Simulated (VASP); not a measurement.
# Sn (Im-3m) in VASP: further runs

The runs below take Sn through single point, relaxation of cell and atoms, with PBE.

Everything below comes from runs of VASP 6.6.1. Logs are shortened: lines on timing, memory, paths and dates and some standing lists are left out, and cuts for length are marked.

## (1) The cell of the first run

Symmetry: Im-3m, No. 229, cubic system. The conventional cell has a = 3.808 Å, b = 3.808 Å, c = 3.808 Å, α = 90.00°, β = 90.00°, γ = 90.00°. Sn (site symmetry m-3m) has 14 Sn at 3.30 to 3.81 Å within 4.3 Å.

This isn't the form of Sn at room conditions, which is tetragonal (white tin).

## (2) Single point, PBE

INCAR reads:

```
PREC = Accurate
ENCUT = 520
EDIFF = 1E-7
ISMEAR = -1
SIGMA = 0.05
LREAL = F
LASPH = T
NELM = 60
ALGO = Normal
ISIF = 2
LWAVE = F
LCHARG = T
GGA = PE
LELF = T
LVHAR = T
NBANDS = 13
```

KPOINTS reads:

```
regular mesh
0
Gamma
  15 15 15
```

POSCAR reads:

```
Sn
1.0
   -1.9040167084      1.9040167084      1.9040167084
    1.9040167084     -1.9040167084      1.9040167084
    1.9040167084      1.9040167084     -1.9040167084
Sn
1
Direct
    0.0000000000      0.0000000000      0.0000000000
```

Potentials or basis: VASP PAW PBE potentials, release 64 (Sn_d).

Run with:

```sh
$ cat potpaw_PBE.64/Sn_d/POTCAR > POTCAR
$ mpirun -np 1 vasp_std > vasp.out
```

OUTCAR:

```text
PREC = Accurate
   ENCUT = 520
   EDIFF = 1E-7
   ISMEAR = -1
   LREAL = F
   LASPH = T
   NELM = 60
   ISIF = 2
   GGA = PE

 ion  position               nearest neighbor table
   1  0.000  0.000  0.000-

  LATTYP: Found a body centered cubic cell.
 ALAT       =     3.8080334168

  Lattice vectors:

 A1 = (  -1.9040167084,   1.9040167084,   1.9040167084)
 A2 = (   1.9040167084,  -1.9040167084,   1.9040167084)
 A3 = (   1.9040167084,   1.9040167084,  -1.9040167084)

Analysis of symmetry for initial positions (statically):
=====================================================================
 Subroutine PRICEL returns:
 Original cell was already a primitive cell.

 Routine SETGRP: Setting up the symmetry group for a
 body centered cubic supercell.

 Subroutine GETGRP returns: Found 48 space group operations
 (whereof 48 operations were pure point group operations)
 out of a pool of 48 trial point group operations.

The static configuration has the point symmetry O_h .

Analysis of symmetry for dynamics (positions and initial velocities):
=====================================================================
 Subroutine PRICEL returns:
 Original cell was already a primitive cell.

 Routine SETGRP: Setting up the symmetry group for a
 body centered cubic supercell.

 Subroutine GETGRP returns: Found 48 space group operations
 (whereof 48 operations were pure point group operations)
 out of a pool of 48 trial point group operations.

The dynamic configuration has the point symmetry O_h .

 Subroutine INISYM returns: Found 48 space group operations
 (whereof 48 operations are pure point group operations),
 and found     1 'primitive' translations

----------------------------------------------------------------------------------------

                                     Primitive cell

  volume of cell :      27.6104

  direct lattice vectors                    reciprocal lattice vectors
    -1.904016708  1.904016708  1.904016708     0.000000000  0.262602738  0.262602738
     1.904016708 -1.904016708  1.904016708     0.262602738  0.000000000  0.262602738
     1.904016708  1.904016708 -1.904016708     0.262602738  0.262602738  0.000000000

  length of vectors
     3.297853677  3.297853677  3.297853677     0.371376353  0.371376353  0.371376353

  position of ions in fractional coordinates (direct lattice)
     0.000000000  0.000000000  0.000000000

  ion indices of the primitive-cell ions
   primitive index   ion index
                 1           1

----------------------------------------------------------------------------------------

 KPOINTS: regular mesh

Automatic generation of k-mesh.
 Grid dimensions read from file:
 generate k-points for:   15   15   15

 Generating k-lattice:

  Cartesian coordinates                     Fractional coordinates (reciprocal lattice)
     0.000000000  0.017506849  0.017506849     0.066666667  0.000000000  0.000000000
     0.017506849  0.000000000  0.017506849     0.000000000  0.066666667  0.000000000
     0.017506849  0.017506849  0.000000000     0.000000000  0.000000000  0.066666667

  Length of vectors
     0.024758424  0.024758424  0.024758424

  Shift w.r.t. Gamma in fractional coordinates (k-lattice)
     0.000000000  0.000000000  0.000000000

 Subroutine IBZKPT returns following result:
 ===========================================

 Found    120 irreducible k-points:

 Following reciprocal coordinates:
            Coordinates               Weight
  0.000000  0.000000  0.000000      1.000000
  0.066667  0.000000  0.000000     12.000000
  0.133333  0.000000  0.000000     12.000000
  0.200000  0.000000  0.000000     12.000000
  0.266667  0.000000  0.000000     12.000000
  0.333333  0.000000  0.000000     12.000000
[... 16 lines left out ...]
  0.333333  0.200000 -0.000000     48.000000
  0.400000  0.200000 -0.000000     24.000000
 [... further k-points ...]
   k-points           NKPTS =    120   k-points in BZ     NKDIM =    120   number of bands    NBANDS=     13
   number of dos      NEDOS =    301   number of ions     NIONS =      1
   total plane-waves  NPLWV =  21952
   dimension x,y,z NGX =    28 NGY =   28 NGZ =   28
   dimension x,y,z NGXF=    56 NGYF=   56 NGZF=   56
   ions per type =               1
   NGX,Y,Z   is equivalent  to a cutoff of  14.11, 14.11, 14.11 a.u.
   NGXF,Y,Z  is equivalent  to a cutoff of  28.23, 28.23, 28.23 a.u.
 SYSTEM =  unknown system
   PREC   = accura    normal or accurate (medium, high low for compatibility)
   ISTART =      0    job   : 0-new  1-cont  2-samecut
   ICHARG =      2    charge: 1-file 2-atom 10-const
   ISPIN  =      1    spin polarized calculation?
   LNONCOLLINEAR =      F non collinear calculations
   LSORBIT =      F    spin-orbit coupling
   LASPH  =      T    aspherical Exc in radial PAW
   ENCUT  =  520.0 eV  38.22 Ry    6.18 a.u.   6.13  6.13  6.13*2*pi/ulx,y,z
   NELM   =     60;   NELMIN=  2; NELMDL= -5     # of ELM steps
   EDIFF  = 0.1E-06   stopping-criterion for ELM
   LREAL  =      F    real-space projection
   EDIFFG = 0.1E-05   stopping-criterion for IOM
   NSW    =      0    number of steps for IOM
   IBRION =     -1    ionic relax: 0-MD 1-quasi-New 2-CG
   NFREE  =      0    steps in history (QN), initial steepest desc. (CG)
   ISIF   =      2    stress and relaxation
   ISYM   =      2    0-nonsym 1-usesym 2-fastsym
   POTIM  = 0.5000    time-step for ionic-motion
   TEBEG  =    0.0;   TEEND  =   0.0 temperature during run
   PSTRESS=    0.0 pullay stress
   NELECT =      14.0000    total number of electrons
   NUPDOWN=      -1.0000    fix difference up-down
   EMIN   =  10.00;   EMAX   =-10.00  energy-range for DOS
   EFERMI =   0.00;   METHOD = LEGACY
   ISMEAR =    -1;   SIGMA  =   0.05  broadening in eV -4-tet -1-fermi 0-gaus
   EFERMI_NEDOS =   21; number of points for ismear=-14 and -15
   IALGO  =     38    algorithm
   IMIX   =      4    mixing-type and parameters
     AMIX     =   0.40;   BMIX     =  1.00
     AMIX_MAG =   1.60;   BMIX_MAG =  1.00
  volume/ion in A,a.u.               =      27.61       186.32
  Fermi-wavevector in a.u.,A,eV,Ry     =   1.305450  2.466942 23.187028  1.704199
  Thomas-Fermi vector in A             =   2.436318
   LORBIT       =      0    0 simple, 1 ext, 2 COOP (PROOUT), +10 PAW based schemes
   GGA     = PE    functional components
   LHFCALC =     F    Hartree Fock is set to
   AEXX    =    0.0000 exact exchange contribution
   IVDW    =     0    specifies the selected vdW correction
   LEPSILON=     F    determine dielectric tensor
   LRPA    =     F    only Hartree local field effects (RPA)
 non-spin polarized calculation
  energy-cutoff  :      520.00
  volume of cell :       27.61
 maximum number of plane-waves:       767
 NGX is ok and might be reduce to    28
   NGX = 13   NGY = 13   NGZ = 13

 number of electron      13.9999996 magnetization

 Free energy of the ion-electron system (eV)
  ---------------------------------------------------
  ext. energy  EPLUGINS =         0.00000000
  ---------------------------------------------------
  free energy    TOTEN  =        -3.77389415 eV

  energy without entropy =       -3.76742408  energy(sigma->0) =       -3.77065911

 E-fermi :   7.9078     XC(G=0): -10.2949

 val. band max:        7.8858051118   @ k =  -0.4000   0.4000   0.4000
 cond. band min:       7.9085451041   @ k =   0.2667   0.0667   0.0000
 fundamental gap:      0.0227399923
 Fermi energy:         7.9078198410

 k-point     1 :       0.0000    0.0000    0.0000
  band No.  band energies     occupation
      1     -13.6578      2.00000
      2     -13.6578      2.00000
      3     -13.6578      2.00000
      4     -13.5260      2.00000
      5     -13.5260      2.00000
      6      -3.0722      2.00000
      7      15.7248      0.00000
      8      15.7248      0.00000
      9      15.7248      0.00000
     10      19.9844      0.00000
     11      19.9844      0.00000
     12      19.9844      0.00000
     13      20.5180      0.00000

 k-point     2 :       0.0667    0.0000    0.0000
  band No.  band energies     occupation
      1     -13.6596      2.00000
      2     -13.6549      2.00000
      3     -13.6488      2.00000
      4     -13.5281      2.00000
      5     -13.5262      2.00000
      6      -2.9766      2.00000
      7      14.8856      0.00000
      8      15.3441      0.00000
      9      15.6017      0.00000
     10      18.9012      0.00000
     11      19.1665      0.00000
     12      19.7583      0.00000
     13      21.0338      0.00000

 k-point     3 :       0.1333    0.0000    0.0000
  band No.  band energies     occupation
      1     -13.6648      2.00000
      2     -13.6475      2.00000
      3     -13.6234      2.00000
      4     -13.5336      2.00000
      5     -13.5270      2.00000
      6      -2.6895      2.00000
      7      13.0340      0.00000
      8      14.5164      0.00000
      9      15.2496      0.00000
     10      17.9287      0.00000
     11      18.2886      0.00000
     12      19.6000      0.00000
     13      21.4060      0.00000
[... 305 lines left out ...]
 k-point    23 :       0.3333    0.2000   -0.0000
  band No.  band energies     occupation
      1     -13.6752      2.00000
      2     -13.6113      2.00000
      3     -13.5450      2.00000
      4     -13.5366      2.00000
      5     -13.4795      2.00000
      6       1.3933      2.00000
      7       5.0161      2.00000
      8       8.1389      0.01949
      9      12.2053      0.00000
     10      17.4866      0.00000
     11      19.8371      0.00000
     12      21.5276      0.00000
     13      22.5655      0.00000

 k-point    24 :       0.4000    0.2000   -0.0000
  band No.  band energies     occupation
      1     -13.6760      2.00000
      2     -13.6099      2.00000
      3     -13.5462      2.00000
      4     -13.5328      2.00000
      5     -13.4769      2.00000
      6       1.9973      2.00000
      7       4.2656      2.00000
      8       8.0012      0.26747
      9      12.1212      0.00000
     10      17.4216      0.00000
     11      20.4751      0.00000
     12      21.5667      0.00000
     13      21.6978      0.00000

 [... further k-points ...]

------------------------ aborting loop because EDIFF is reached ----------------------------------------

  FORCE on cell =-STRESS in cart. coord.  units (eV):
  Direction    XX          YY          ZZ          XY          YZ          ZX
  --------------------------------------------------------------------------------------
  -------------------------------------------------------------------------------------
  Total       -0.0155560     -0.0155560     -0.0155560      0.0000000      0.0000000     -0.0000000
  in kB       -0.9026823     -0.9026823     -0.9026823      0.0000000      0.0000000     -0.0000000
  external PRESSURE =      -0.9026823 kB  Pullay stress =       0.0000000 kB

 VOLUME and BASIS-vectors are now :
 -----------------------------------------------------------------------------
  energy-cutoff  :      520.00
  volume of cell :       27.61
      direct lattice vectors                 reciprocal lattice vectors
    -1.904016708  1.904016708  1.904016708     0.000000000  0.262602738  0.262602738
     1.904016708 -1.904016708  1.904016708     0.262602738  0.000000000  0.262602738
     1.904016708  1.904016708 -1.904016708     0.262602738  0.262602738  0.000000000

 POSITION                                       TOTAL-FORCE (eV/Angst)
 -----------------------------------------------------------------------------------
      0.00000      0.00000      0.00000        -0.000000      0.000000      0.000000
 -----------------------------------------------------------------------------------
    total drift:                               -0.000000     -0.000000     -0.000000

  FREE ENERGIE OF THE ION-ELECTRON SYSTEM (eV)
  ---------------------------------------------------
  free  energy   TOTEN  =        -3.7738941466 eV

  energy  without entropy=       -3.7674240788  energy(sigma->0) =       -3.77065911
```

It took 34 s on 1 thread of Intel Xeon Platinum 8259CL at 2.50GHz (Skylake/Cascade Lake), shared host; peak memory 0.18 GiB.

Results:

| Item | Value |
| --- | --- |
| Free energy | -3.7739 eV |
| Pressure | -0.1 GPa |
| Band gap on the k mesh | zero (bands 7 and 8 overlap by 10.23 eV) |

Levels at points of the mesh, in eV from the Fermi level:
| k point | band 4 | band 5 | band 6 | band 7 | band 8 | band 9 | band 10 | band 11 |
| --- | --- | --- | --- | --- | --- | --- | --- | --- |
| (0.00, 0.00, 0.00) | -21.43 | -21.43 | -10.98 | 7.82 | 7.82 | 7.82 | 12.08 | 12.08 |

Caveat: spin-orbit coupling is left out, which moves the levels of the heavy elements.

## (3) Relaxation of cell and atoms, PBE

This run uses another cell than the first one, of 28.00 Å³/atom.

INCAR reads:

```
PREC     = Accurate       # precision mode
ENCUT    = 600            # plane-wave cutoff, eV
EDIFF    = 1E-7           # SCF threshold, eV
ISMEAR   = -1             # smearing method
SIGMA    = 0.05           # smearing width, eV
LREAL    = F              # projectors in reciprocal space
LASPH    = T              # aspherical terms in the spheres
NELM     = 80             # most SCF steps
ALGO     = Normal         # electronic algorithm
ISIF     = 3              # what is computed and relaxed
LWAVE    = F              # write WAVECAR
LCHARG   = F              # write CHGCAR
GGA      = PE             # functional
IBRION   = 2              # ionic algorithm
NSW      = 60             # ionic steps
EDIFFG   = -0.005         # ionic threshold
```

KPOINTS reads:

```
Automatic mesh
0
Gamma
  15 15 15
```

POSCAR reads:

```
Sn
1.0
   -1.9129311828      1.9129311828      1.9129311828
    1.9129311828     -1.9129311828      1.9129311828
    1.9129311828      1.9129311828     -1.9129311828
Sn
1
Direct
    0.0000000000      0.0000000000      0.0000000000
```

Potentials or basis: VASP PAW PBE potentials, release 64 (Sn_d).

Run with:

```sh
$ cat potpaw_PBE.64/Sn_d/POTCAR > POTCAR
$ mpirun -np 1 vasp_std > vasp.out
```

OUTCAR:

```text
PREC = Accurate
   ENCUT = 600
   EDIFF = 1E-7
   ISMEAR = -1
   LREAL = F
   LASPH = T
   NELM = 80
   ISIF = 3
   GGA = PE
   IBRION = 2
   NSW = 60
   EDIFFG = -0.005

 ion  position               nearest neighbor table
   1  0.000  0.000  0.000-

  LATTYP: Found a body centered cubic cell.
 ALAT       =     3.8258623656

  Lattice vectors:

 A1 = (  -1.9129311828,   1.9129311828,   1.9129311828)
 A2 = (   1.9129311828,  -1.9129311828,   1.9129311828)
 A3 = (   1.9129311828,   1.9129311828,  -1.9129311828)

Analysis of symmetry for initial positions (statically):
=====================================================================
 Subroutine PRICEL returns:
 Original cell was already a primitive cell.

 Routine SETGRP: Setting up the symmetry group for a
 body centered cubic supercell.
[... 255 lines left out ...]
      2     -13.6492      2.00000
      3     -13.6492      2.00000
      4     -13.5172      2.00000
      5     -13.5172      2.00000
      6      -3.0688      2.00000
      7      15.7404      0.00000
      8      15.7404      0.00000
      9      15.7404      0.00000
     10      19.9949      0.00000
     11      19.9949      0.00000
[... 309 lines left out ...]
 k-point    24 :       0.4000    0.2000   -0.0000
  band No.  band energies     occupation
      1     -13.6676      2.00000
      2     -13.6013      2.00000
      3     -13.5375      2.00000
      4     -13.5241      2.00000
      5     -13.4680      2.00000
      6       2.0057      2.00000
      7       4.2712      2.00000
      8       8.0098      0.26900
      9      12.1322      0.00000
     10      17.4351      0.00000
     11      20.4908      0.00000

 [... further k-points ...]

------------------------ aborting loop because EDIFF is reached ----------------------------------------

  FORCE on cell =-STRESS in cart. coord.  units (eV):
  Direction    XX          YY          ZZ          XY          YZ          ZX
  --------------------------------------------------------------------------------------
  -------------------------------------------------------------------------------------
  Total       -0.0000449     -0.0000449     -0.0000449     -0.0000000      0.0000000      0.0000000
  in kB       -0.0026081     -0.0026081     -0.0026081     -0.0000000      0.0000000      0.0000000
  external PRESSURE =      -0.0026081 kB  Pullay stress =       0.0000000 kB
[... 16 lines left out ...]
  FREE ENERGIE OF THE ION-ELECTRON SYSTEM (eV)
  ---------------------------------------------------
  free  energy   TOTEN  =        -3.7739733963 eV

  energy  without entropy=       -3.7675041561  energy(sigma->0) =       -3.77073878

 reached required accuracy - stopping structural energy minimisation
```

OSZICAR:

```text
N       E                     dE             d eps       ncg     rms          rms(c)
DAV:   1     0.751840454455E+02    0.75184E+02   -0.81754E+03  2684   0.205E+03
[... 23 lines left out ...]
DAV:   1    -0.377456373075E+01   -0.60489E-03   -0.11829E-02  3096   0.230E+00    0.131E-01
DAV:   2    -0.377408889783E+01    0.47483E-03   -0.71222E-04  3000   0.581E-01    0.575E-02
DAV:   3    -0.377398230144E+01    0.10660E-03   -0.29476E-04  3773   0.345E-01    0.696E-03
DAV:   4    -0.377397475726E+01    0.75442E-05   -0.73152E-06  2925   0.412E-02    0.192E-03
DAV:   5    -0.377397368594E+01    0.10713E-05   -0.34670E-07  3687   0.596E-03    0.101E-03
DAV:   6    -0.377397335784E+01    0.32810E-06   -0.62130E-08  1566   0.453E-03    0.186E-04
DAV:   7    -0.377397339625E+01   -0.38414E-07   -0.55796E-09  1347   0.106E-03
   3 F= -.37739734E+01 E0= -.37707388E+01  d E =-.850920E-03
```

CONTCAR:

```text
Sn
   1.00000000000000
    -1.9035396619616389    1.9035396619616389    1.9035396619616389
     1.9035396619616389   -1.9035396619616389    1.9035396619616389
     1.9035396619616389    1.9035396619616389   -1.9035396619616389
  Sn
     1
Direct
     0.0000000000000000    0.0000000000000000    0.0000000000000000

  0.00000000E+00  0.00000000E+00  0.00000000E+00
```

Wall time 68 s (1 thread of Intel Xeon Platinum 8259CL at 2.50GHz (Skylake/Cascade Lake), shared host); peak memory 0.19 GiB.

What came out:

```yaml
Free_energy: -3.7740 eV
Relaxed_volume: 27.59 Å³/atom
Relaxed_cell: a = 3.297 Å, b = 3.297 Å, c = 3.297 Å, α = 109.47°, β = 109.47°, γ = 109.47°
Space_group_after_relaxing_to_0.1_Å: Im-3m (No. 229)
Energy_gained_by_relaxing: 0.9 meV/atom
Ionic_steps: 3
Pressure_after_relaxing: 0.0 GPa
Band_gap_on_the_k_mesh: zero (bands 7 and 8 overlap by 10.24 eV)
```

Step by step:
```
step  energy change (eV)  largest force (eV/Å)  pressure (GPa)  volume (Å³)
   1              0.0000                0.0000           -0.66        28.00
   2             -0.0008                0.0000            0.09        27.54
   3             -0.0009                0.0000            0.00        27.59
```

Final structure:
```
Sn
1.0
    -1.90354    1.90354    1.90354
     1.90354   -1.90354    1.90354
     1.90354    1.90354   -1.90354
Sn
1
Cartesian
  0.0000 0.0000 0.0000
```

Levels at points of the mesh, in eV from the Fermi level:
```
           k point  band 4  band 5  band 6  band 7  band 8  band 9  band 10  band 11
(0.00, 0.00, 0.00)  -21.43  -21.43  -10.99    7.82    7.82    7.82    12.08    12.08
```

Caveat: spin-orbit coupling is left out, which moves the levels of the heavy elements.
